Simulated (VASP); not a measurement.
# GaN (F-43m) in VASP: notebook

Aim: see how the results for GaN move with the level of theory and the settings. Levels: B3LYP5, PBE. Tasks: single point.

Everything below comes from runs of VASP 6.6.1. Logs are shortened: lines on timing, memory, paths and dates and some standing lists are left out, and cuts for length are marked.

**1. The cell of the first run**

It takes space group F-43m (No. 216, cubic). Conventional cell: a = 4.446 Å, b = 4.446 Å, c = 4.446 Å, α = 90.00°, β = 90.00°, γ = 90.00°. Within 2.6 Å of Ga (site symmetry -43m) lie 4 N at 1.93 Å. N (site symmetry -43m) has 4 Ga at 1.93 Å within 2.6 Å.

**2. Single point, B3LYP5**

Contents of POSCAR:

```
GaN
1.0
    0.0000000000      2.2230441631      2.2230441631
    2.2230441631      0.0000000000      2.2230441631
    2.2230441631      2.2230441631      0.0000000000
Ga N
1 1
Direct
    0.0000000000      0.0000000000      0.0000000000
    0.2500000000      0.2500000000      0.2500000000
```

Contents of INCAR.step1:

```
SYSTEM = GaN
PREC = Accurate
ENCUT = 520
EDIFF = 1E-5
ISMEAR = -1
SIGMA = 0.05
LREAL = .False.
LASPH = .True.
NELM = 60
ALGO = Normal
ISIF = 2
LWAVE = .True.
LCHARG = .False.
GGA = PE
NBANDS = 16
```

Contents of INCAR.step2:

```
SYSTEM = GaN
PREC = Accurate
ENCUT = 520
EDIFF = 1E-6
ISMEAR = -1
SIGMA = 0.05
LREAL = .False.
LASPH = .True.
NELM = 60
ALGO = Normal
ISIF = 2
LWAVE = .False.
LCHARG = .False.
GGA = B5
LHFCALC = .True.
AEXX = 0.2
AGGAX = 0.72
AGGAC = 0.81
ALDAC = 0.19
PRECFOCK = Normal
ISTART = 1
NBANDS = 16
```

Contents of KPOINTS:

```
Automatic mesh
0
Gamma
  5 5 5
  0 0 0
```

Potentials or basis: VASP PAW PBE potentials, release 64 (Ga_d, N).

On the command line:

```console
$ cat potpaw_PBE.64/Ga_d/POTCAR potpaw_PBE.64/N/POTCAR > POTCAR
$ cp INCAR.step1 INCAR
$ mpirun -np 1 vasp_std > vasp.out
$ cp INCAR.step2 INCAR
$ mpirun -np 1 vasp_std > vasp.out
```

OUTCAR:

```text
SYSTEM = GaN
   PREC = Accurate
   ENCUT = 520
   EDIFF = 1E-6
   ISMEAR = -1
   LREAL = .False.
   LASPH = .True.
   NELM = 60
   ISIF = 2
   GGA = B5
   LHFCALC = .True.
   AEXX = 0.2
   PRECFOCK = Normal
   ISTART = 1

 ion  position               nearest neighbor table
   1  0.000  0.000  0.000-   2 1.93   2 1.93   2 1.93   2 1.93
   2  0.250  0.250  0.250-   1 1.93   1 1.93   1 1.93   1 1.93

  LATTYP: Found a face centered cubic cell.
 ALAT       =     4.4460883262

  Lattice vectors:

 A1 = (   0.0000000000,   2.2230441631,   2.2230441631)
 A2 = (   2.2230441631,   0.0000000000,   2.2230441631)
 A3 = (   2.2230441631,   2.2230441631,   0.0000000000)

Analysis of symmetry for initial positions (statically):
=====================================================================
 Subroutine PRICEL returns:
 Original cell was already a primitive cell.

 Routine SETGRP: Setting up the symmetry group for a
 face centered cubic supercell.

 Subroutine GETGRP returns: Found 24 space group operations
 (whereof 24 operations were pure point group operations)
 out of a pool of 48 trial point group operations.

The static configuration has the point symmetry T_d .

Analysis of symmetry for dynamics (positions and initial velocities):
=====================================================================
 Subroutine PRICEL returns:
 Original cell was already a primitive cell.

 Routine SETGRP: Setting up the symmetry group for a
 face centered cubic supercell.

 Subroutine GETGRP returns: Found 24 space group operations
 (whereof 24 operations were pure point group operations)
 out of a pool of 48 trial point group operations.

The dynamic configuration has the point symmetry T_d .

 Subroutine INISYM returns: Found 24 space group operations
 (whereof 24 operations are pure point group operations),
 and found     1 'primitive' translations

----------------------------------------------------------------------------------------

                                     Primitive cell
[... 74 lines left out ...]
   ENCUT  =  520.0 eV  38.22 Ry    6.18 a.u.   5.85  5.85  5.85*2*pi/ulx,y,z
   NELM   =     60;   NELMIN=  2; NELMDL=  0     # of ELM steps
   EDIFF  = 0.1E-05   stopping-criterion for ELM
   LREAL  =      F    real-space projection
   EDIFFG = 0.1E-04   stopping-criterion for IOM
   NSW    =      0    number of steps for IOM
   IBRION =     -1    ionic relax: 0-MD 1-quasi-New 2-CG
   NFREE  =      0    steps in history (QN), initial steepest desc. (CG)
   ISIF   =      2    stress and relaxation
   ISYM   =      3    0-nonsym 1-usesym 2-fastsym
   POTIM  = 0.5000    time-step for ionic-motion
   TEBEG  =    0.0;   TEEND  =   0.0 temperature during run
   PSTRESS=    0.0 pullay stress
   NELECT =      18.0000    total number of electrons
   NUPDOWN=      -1.0000    fix difference up-down
   EMIN   =  10.00;   EMAX   =-10.00  energy-range for DOS
   EFERMI =   0.00;   METHOD = LEGACY
   ISMEAR =    -1;   SIGMA  =   0.05  broadening in eV -4-tet -1-fermi 0-gaus
   EFERMI_NEDOS =   21; number of points for ismear=-14 and -15
   IALGO  =     38    algorithm
   IMIX   =      1    mixing-type and parameters
     AMIX     =   0.40;   BMIX     =  1.00
     AMIX_MAG =   1.60;   BMIX_MAG =  1.00
  volume/ion in A,a.u.               =      10.99        74.14
  Fermi-wavevector in a.u.,A,eV,Ry     =   1.531819  2.894719 31.925673  2.346471
  Thomas-Fermi vector in A             =   2.639111
   LORBIT       =      0    0 simple, 1 ext, 2 COOP (PROOUT), +10 PAW based schemes
   GGA     = B5    functional components
   LHFCALC =     T    Hartree Fock is set to
   PRECFOCK=normal    Normal, Fast or Accurate (Low or Medium for compatibility)
   ENCUT4O =  -1.0   cutoff for four orbital integrals eV
   NKREDX  =     1    reduce k-point grid by
   NKREDY  =     1    reduce k-point grid by
   NKREDZ  =     1    reduce k-point grid by
   AEXX    =    0.2000 exact exchange contribution
   HFSCREEN=    0.0000 screening length (either q_TF or 0.3 A-1)
   HFSCREENC=   0.0000 screening length for correlation (either q_TF or 0.3 A-1)
   ENCUTFOCK=  -1.0 apply spherical cutoff to Coloumb kernel
   IVDW    =     0    specifies the selected vdW correction
   LEPSILON=     F    determine dielectric tensor
   LRPA    =     F    only Hartree local field effects (RPA)
 non-spin polarized calculation
  energy-cutoff  :      520.00
  volume of cell :       21.97
 maximum number of plane-waves:       609
  NGX = 18; NGY = 18; NGZ = 18

 number of electron      18.0000015 magnetization

 Free energy of the ion-electron system (eV)
  ---------------------------------------------------
  ext. energy  EPLUGINS =         0.00000000
  ---------------------------------------------------
  free energy    TOTEN  =       -13.88539503 eV

  energy without entropy =      -13.88539503  energy(sigma->0) =      -13.88539503

 E-fermi :   6.1281     XC(G=0):  -9.3957

 val. band max:        5.0479875376   @ k =   0.0000   0.0000   0.0000
 cond. band min:       8.7847416048   @ k =   0.0000   0.0000   0.0000
 fundamental gap:      3.7367540672
 Fermi energy:         6.1281092371

 k-point     1 :       0.0000    0.0000    0.0000
  band No.  band energies     occupation
      1     -12.3813      2.00000
      2     -10.2452      2.00000
      3     -10.2452      2.00000
      4     -10.2452      2.00000
      5      -9.8921      2.00000
      6      -9.8921      2.00000
[... 167 lines left out ...]
      3     -10.0545      2.00000
      4      -9.9268      2.00000
      5      -9.8644      2.00000
      6      -7.7620      2.00000
[... 8 lines left out ...]
     15      27.1684      0.00000
     16      31.3747      0.00000

------------------------ aborting loop because EDIFF is reached ----------------------------------------

  FORCE on cell =-STRESS in cart. coord.  units (eV):
  Direction    XX          YY          ZZ          XY          YZ          ZX
  --------------------------------------------------------------------------------------
  -------------------------------------------------------------------------------------
  Total        1.9868001      1.9868001      1.9868001     -0.0000000     -0.0000000      0.0000000
  in kB      144.8740142    144.8740142    144.8740142     -0.0000000     -0.0000000      0.0000000
  external PRESSURE =     144.8740142 kB  Pullay stress =       0.0000000 kB

 VOLUME and BASIS-vectors are now :
 -----------------------------------------------------------------------------
  energy-cutoff  :      520.00
  volume of cell :       21.97
      direct lattice vectors                 reciprocal lattice vectors
     0.000000000  2.223044163  2.223044163    -0.224916809  0.224916809  0.224916809
     2.223044163  0.000000000  2.223044163     0.224916809 -0.224916809  0.224916809
     2.223044163  2.223044163  0.000000000     0.224916809  0.224916809 -0.224916809

 POSITION                                       TOTAL-FORCE (eV/Angst)
 -----------------------------------------------------------------------------------
      0.00000      0.00000      0.00000        -0.000000      0.000000     -0.000000
      1.11152      1.11152      1.11152         0.000000     -0.000000      0.000000
 -----------------------------------------------------------------------------------
    total drift:                               -0.000004     -0.000003      0.000003

  FREE ENERGIE OF THE ION-ELECTRON SYSTEM (eV)
  ---------------------------------------------------
  free  energy   TOTEN  =       -13.8853950342 eV

  energy  without entropy=      -13.8853950342  energy(sigma->0) =      -13.88539503
```

OSZICAR.step1:

```text
N       E                     dE             d eps       ncg     rms          rms(c)
DAV:   1     0.666558194744E+02    0.66656E+02   -0.91574E+03   384   0.205E+03
DAV:   2    -0.991780812139E+01   -0.76574E+02   -0.72381E+02   368   0.295E+02
DAV:   3    -0.141152743605E+02   -0.41975E+01   -0.41847E+01   392   0.618E+01
DAV:   4    -0.141553807645E+02   -0.40106E-01   -0.40104E-01   392   0.632E+00
DAV:   5    -0.141559214538E+02   -0.54069E-03   -0.54068E-03   392   0.619E-01    0.788E+00
DAV:   6    -0.120708361042E+02    0.20851E+01   -0.49234E+00   488   0.411E+01    0.269E+00
DAV:   7    -0.120817418463E+02   -0.10906E-01   -0.33735E-01   320   0.642E+00    0.178E+00
DAV:   8    -0.120778005333E+02    0.39413E-02   -0.48306E-02   376   0.328E+00    0.689E-01
DAV:   9    -0.120743725362E+02    0.34280E-02   -0.13532E-02   488   0.285E+00    0.173E-01
DAV:  10    -0.120746530530E+02   -0.28052E-03   -0.15649E-03   400   0.604E-01    0.759E-02
DAV:  11    -0.120745589587E+02    0.94094E-04   -0.29542E-04   464   0.252E-01    0.134E-02
DAV:  12    -0.120745642745E+02   -0.53158E-05   -0.29586E-05   360   0.532E-02
   1 F= -.12074564E+02 E0= -.12074564E+02  d E =-.142110E-09
```

Run time: 4 min. Hardware: 1 thread of Intel Xeon 6975P-C (Granite Rapids), shared host; peak memory 0.15 GiB.

What came out:

* Free energy: -13.8854 eV
* Pressure: 14.5 GPa
* Band gap on the k mesh: 3.74 eV, direct

Levels at points of the mesh, in eV from the valence-band top:
| k point | band 7 | band 8 | band 9 | band 10 | band 11 | band 12 |
| --- | --- | --- | --- | --- | --- | --- |
| (0.00, 0.00, 0.00) | 0.00 | 0.00 | 0.00 | 3.74 | 12.51 | 12.51 |

Caveat: the k points lie up to 0.49 Å⁻¹ apart; the PAW data sets were made with another functional, which shifts forces and pressure a little.

**3. Single point, B3LYP5**

This run uses another cell than the first one, of 11.21 Å³/atom, 1.021 times its volume.

Contents of POSCAR:

```
GaN
1.0
    0.0000000000      2.2383759866      2.2383759866
    2.2383759866      0.0000000000      2.2383759866
    2.2383759866      2.2383759866      0.0000000000
Ga N
1 1
Direct
    0.0000000000      0.0000000000      0.0000000000
    0.2500000000      0.2500000000      0.2500000000
```

Contents of INCAR.step1:

```
SYSTEM = GaN
PREC = Accurate ; ENCUT = 520
EDIFF = 1E-5 ; ISMEAR = -1
SIGMA = 0.05 ; LREAL = .False.
LASPH = .True. ; NELM = 80
ALGO = Normal ; ISIF = 2
LWAVE = .True. ; NBANDS = 16
GGA = PE
```

Contents of INCAR.step2:

```
SYSTEM = GaN
PREC = Accurate ; ENCUT = 520
EDIFF = 1E-7 ; ISMEAR = -1
SIGMA = 0.05 ; LREAL = .False.
LASPH = .True. ; NELM = 80
ALGO = Normal ; ISIF = 2
LWAVE = .False. ; LCHARG = .True.
GGA = B5 ; LHFCALC = .True.
AEXX = 0.2 ; AGGAX = 0.72
AGGAC = 0.81 ; ALDAC = 0.19
PRECFOCK = Normal ; LELF = .True.
LVHAR = .True. ; NBANDS = 16
ISTART = 1
```

KPOINTS is that of step 2.

Potentials or basis: VASP PAW PBE potentials, release 64 (Ga_d, N).

On the command line:

```console
$ cat potpaw_PBE.64/Ga_d/POTCAR potpaw_PBE.64/N/POTCAR > POTCAR
$ cp INCAR.step1 INCAR
$ mpirun -np 1 vasp_std > vasp.out
$ cp INCAR.step2 INCAR
$ mpirun -np 1 vasp_std > vasp.out
```

Run time: 5 min. Hardware: 1 thread of Intel Xeon 6975P-C (Granite Rapids), shared host; peak memory 0.14 GiB.

Results (log left out):

```yaml
Free_energy: -13.9203 eV
Pressure: 9.7 GPa
Band_gap_on_the_k_mesh: 3.58 eV, direct
```

Levels at points of the mesh, in eV from the valence-band top:
| k point | band 6 | band 7 | band 8 | band 9 | band 10 | band 11 | band 12 | band 13 |
| --- | --- | --- | --- | --- | --- | --- | --- | --- |
| (0.00, 0.00, 0.00) | -14.95 | 0.00 | 0.00 | 0.00 | 3.58 | 12.36 | 12.36 | 12.36 |

Caveat: the k points lie up to 0.49 Å⁻¹ apart; the PAW data sets were made with another functional, which shifts forces and pressure a little.

**4. Single point, B3LYP5**

This run uses another cell than the first one, of 11.44 Å³/atom, 1.042 times its volume.

Contents of POSCAR:

```
GaN
1.0
    0.0000000000      2.2535006075      2.2535006075
    2.2535006075      0.0000000000      2.2535006075
    2.2535006075      2.2535006075      0.0000000000
Ga N
1 1
Direct
    0.0000000000      0.0000000000      0.0000000000
    0.2500000000      0.2500000000      0.2500000000
```

Contents of INCAR.step1:

```
SYSTEM = GaN
  PREC = Accurate
  ENCUT = 520
  EDIFF = 1E-5
  ISMEAR = -1
  SIGMA = 0.05
  LREAL = .False.
  LASPH = .True.
  NELM = 80
  ALGO = Normal
  ISIF = 2
  LWAVE = .True.
  LCHARG = .False.
  NBANDS = 16
  GGA = PE
```

Contents of INCAR.step2:

```
SYSTEM = GaN
  PREC = Accurate
  ENCUT = 520
  EDIFF = 1E-6
  ISMEAR = -1
  SIGMA = 0.05
  LREAL = .False.
  LASPH = .True.
  NELM = 80
  ALGO = Normal
  ISIF = 2
  LWAVE = .False.
  LCHARG = .False.
  GGA = B5
  LHFCALC = .True.
  AEXX = 0.2
  AGGAX = 0.72
  AGGAC = 0.81
  ALDAC = 0.19
  PRECFOCK = Normal
  NBANDS = 16
  ISTART = 1
```

KPOINTS is that of step 3.

On the command line:

```console
$ cat potpaw_PBE.64/Ga_d/POTCAR potpaw_PBE.64/N/POTCAR > POTCAR
$ cp INCAR.step1 INCAR
$ mpirun -np 1 vasp_std > vasp.out
$ cp INCAR.step2 INCAR
$ mpirun -np 1 vasp_std > vasp.out
```

It took 5 min on 1 thread of Intel Xeon 6975P-C (Granite Rapids), shared host; peak memory 0.15 GiB.

Results (log left out):

* Free energy: -13.9421 eV
* Pressure: 5.4 GPa
* Band gap on the k mesh: 3.42 eV, direct

Levels at points of the mesh, in eV from the valence-band top:
| k point | band 5 | band 6 | band 7 | band 8 | band 9 | band 10 | band 11 | band 12 | band 13 | band 14 |
| --- | --- | --- | --- | --- | --- | --- | --- | --- | --- | --- |
| (0.00, 0.00, 0.00) | -14.97 | -14.97 | 0.00 | 0.00 | 0.00 | 3.42 | 12.22 | 12.22 | 12.22 | 19.86 |

Caveat: the k points lie up to 0.48 Å⁻¹ apart; the PAW data sets were made with another functional, which shifts forces and pressure a little.

**5. Single point, PBE**

This run uses another cell than the first one, of 11.44 Å³/atom, 1.042 times its volume.

Contents of INCAR:

```
SYSTEM = GaN
PREC = Accurate
ENCUT = 520
EDIFF = 1E-7
ISMEAR = 0
SIGMA = 0.026000000000000002
LREAL = .FALSE.
LASPH = .TRUE.
NELM = 80
ALGO = Normal
ISIF = 2
LWAVE = .FALSE.
LCHARG = .FALSE.
GGA = PE
NBANDS = 16
```

Contents of KPOINTS:

```
Automatic mesh
0
G
  10 10 10
  0 0 0
```

POSCAR is that of step 4.

On the command line:

```console
$ cat potpaw_PBE.64/Ga_d/POTCAR potpaw_PBE.64/N/POTCAR > POTCAR
$ mpirun -np 1 vasp_std > vasp.out
```

Wall time 41 s (1 thread of AMD EPYC 7R13, shared host); peak memory 0.12 GiB.

The run converged. Its results:

* Free energy: -12.1432 eV
* Pressure: 5.1 GPa
* Band gap on the k mesh: 1.72 eV, direct

Levels at points of the mesh, in eV from the valence-band top:
```
           k point  band 7  band 8  band 9  band 10  band 11  band 12
(0.00, 0.00, 0.00)    0.00    0.00    0.00     1.72    10.30    10.30
(0.50, 0.00, 0.00)   -7.04   -0.97   -0.97     4.64     8.73    10.37
(0.50, 0.50, 0.00)   -6.12   -2.70   -2.70     3.35     6.66    11.71
```

A hybrid or GW would open this gap; PBE tends to underestimate it.

**6. Single point, PBE**

This run uses another cell than the first one, of 11.44 Å³/atom, 1.042 times its volume.

Contents of INCAR:

```
SYSTEM = GaN
PREC     = Accurate       ! precision mode
ENCUT    = 520            ! plane-wave cutoff, eV
EDIFF    = 1E-6           ! SCF threshold, eV
ISMEAR   = 0              ! smearing method
SIGMA    = 0.05           ! smearing width, eV
LREAL    = .False.        ! projectors in reciprocal space
LASPH    = .True.         ! aspherical terms in the spheres
NELM     = 100            ! most SCF steps
ALGO     = Normal         ! electronic algorithm
ISIF     = 2              ! what is computed and relaxed
LWAVE    = .False.        ! write WAVECAR
LCHARG   = .False.        ! write CHGCAR
GGA      = PE             ! functional
NBANDS   = 16             ! bands
```

Contents of KPOINTS:

```
Automatic mesh
0
Gamma
  10 10 10
  0 0 0
```

POSCAR is that of step 5.

Potentials or basis: VASP PAW PBE potentials, release 64 (Ga_d, N).

On the command line:

```console
$ cat potpaw_PBE.64/Ga_d/POTCAR potpaw_PBE.64/N/POTCAR > POTCAR
$ mpirun -np 1 vasp_std > vasp.out
```

OUTCAR:

```text
SYSTEM = GaN
   PREC = Accurate
   ENCUT = 520
   EDIFF = 1E-6
   ISMEAR = 0
   LREAL = .False.
   LASPH = .True.
   NELM = 100
   ISIF = 2
   GGA = PE

 ion  position               nearest neighbor table
   1  0.000  0.000  0.000-   2 1.95   2 1.95   2 1.95   2 1.95
   2  0.250  0.250  0.250-   1 1.95   1 1.95   1 1.95   1 1.95

  LATTYP: Found a face centered cubic cell.
 ALAT       =     4.5070012150

  Lattice vectors:

 A1 = (   0.0000000000,   2.2535006075,   2.2535006075)
 A2 = (   2.2535006075,   0.0000000000,   2.2535006075)
 A3 = (   2.2535006075,   2.2535006075,   0.0000000000)
[... 624 lines left out ...]
      4      -7.9359      2.00000
      5      -7.7803      2.00000
      6      -6.9184      2.00000
[... 8 lines left out ...]
     15      27.5927      0.00000
     16      27.7094      0.00000

 [... further k-points ...]
[... 5 lines left out ...]
  --------------------------------------------------------------------------------------
  -------------------------------------------------------------------------------------
  Total        0.7277652      0.7277652      0.7277652     -0.0000000      0.0000000      0.0000000
  in kB       50.9446789     50.9446789     50.9446789     -0.0000000      0.0000000      0.0000000
  external PRESSURE =      50.9446789 kB  Pullay stress =       0.0000000 kB

 VOLUME and BASIS-vectors are now :
 -----------------------------------------------------------------------------
  energy-cutoff  :      520.00
  volume of cell :       22.89
      direct lattice vectors                 reciprocal lattice vectors
     0.000000000  2.253500607  2.253500607    -0.221877020  0.221877020  0.221877020
     2.253500607  0.000000000  2.253500607     0.221877020 -0.221877020  0.221877020
     2.253500607  2.253500607  0.000000000     0.221877020  0.221877020 -0.221877020

 POSITION                                       TOTAL-FORCE (eV/Angst)
 -----------------------------------------------------------------------------------
      0.00000      0.00000      0.00000         0.000000      0.000000      0.000000
      1.12675      1.12675      1.12675        -0.000000     -0.000000     -0.000000
 -----------------------------------------------------------------------------------
    total drift:                                0.000002      0.000002      0.000002

  FREE ENERGIE OF THE ION-ELECTRON SYSTEM (eV)
  ---------------------------------------------------
  free  energy   TOTEN  =       -12.1432072074 eV

  energy  without entropy=      -12.1432072074  energy(sigma->0) =      -12.14320721
```

It took 35 s on 1 thread of AMD EPYC 7R13, shared host; peak memory 0.12 GiB.

Results:

```
Free energy            : -12.1432 eV
Pressure               : 5.1 GPa
Band gap on the k mesh : 1.72 eV, direct
```

Expect the measured gap to be larger: semilocal functionals such as PBE lack the derivative discontinuity.

**7. Overview**

```tsv
level	cell	k mesh	smearing	grid for exact exchange (PRECFOCK)	gap on the mesh (eV)	pressure (GPa)
B3LYP5	a = 3.144 Å, angles 60.0°, 2 atoms	5 × 5 × 5	fermi-dirac 0.05 eV	Normal	3.74	14.5
B3LYP5	a = 3.166 Å, angles 60.0°, 2 atoms	5 × 5 × 5	fermi-dirac 0.05 eV	Normal	3.58	9.7
B3LYP5	a = 3.187 Å, angles 60.0°, 2 atoms	5 × 5 × 5	fermi-dirac 0.05 eV	Normal	3.42	5.4
PBE	a = 3.187 Å, angles 60.0°, 2 atoms	10 × 10 × 10	gaussian 0.026 eV	-	1.72	5.1
PBE	a = 3.187 Å, angles 60.0°, 2 atoms	10 × 10 × 10	gaussian 0.05 eV	-	1.72	5.1
```

Alike in all rows: task single point; potentials or basis VASP PAW PBE potentials, release 64 (Ga_d, N); no spin polarisation; cutoff (eV) 520.

Caveats: some runs use coarse meshes; the PAW data sets were made with another functional, which shifts forces and pressure a little (some runs).

Total energies depend on the potentials used, so only differences within one code and one set of settings carry meaning.
